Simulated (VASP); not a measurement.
SnS3: single point with PBE

Crystal: SnS3.

```
Sn S
1.0
     0.00000    3.33173    3.33173
     3.33173    0.00000    3.33173
     3.33173    3.33173    0.00000
Sn S
1 3
Direct
  0.00000 0.00000 0.00000
  0.50000 0.50000 0.50000
  0.25000 0.25000 0.25000
  0.75000 0.75000 0.75000
```

```
Program                : VASP 6.6.1
Task                   : single point
Functional             : PBE
Potentials or basis    : VASP PAW PBE potentials, release 64 (Sn_d, S)
Cutoff                 : 520 eV
k mesh                 : 6 × 6 × 6
Occupations            : fermi-dirac, width 0.02 eV
Spin                   : no spin polarisation
Dipole correction      : no
Further INCAR settings : ALGO = Normal; EDIFF = 1e-07; NBANDS = 24
```

```yaml
Pressure: 0.6 GPa
Band_gap_on_the_k_mesh: zero (band 16 reaches 8.00 eV, above the bottom of band 17 at 5.69 eV)
```

Levels at points of the mesh, in eV from the Fermi level:
```tsv
k point	band 12	band 13	band 14	band 15	band 16	band 17	band 18	band 19	band 20	band 21
(0.00, 0.00, 0.00)	-3.65	-3.50	-3.50	-3.50	-1.86	-1.86	-1.86	4.53	4.53	4.96
(0.50, 0.00, 0.00)	-3.82	-3.82	-2.28	-1.28	0.20	0.20	1.21	3.16	3.16	5.32
(0.50, 0.50, 0.00)	-1.75	-0.90	-0.90	-0.38	-0.10	0.16	0.16	4.08	5.17	5.17
```

It took 26 s on 1 thread of Intel(R) Xeon(R) Platinum 8259CL CPU @ 2.50GHz (Skylake/Cascade Lake) (shared host), peak memory 0.2 GiB.

Caveat: spin-orbit coupling is left out, which moves the levels of the heavy elements.
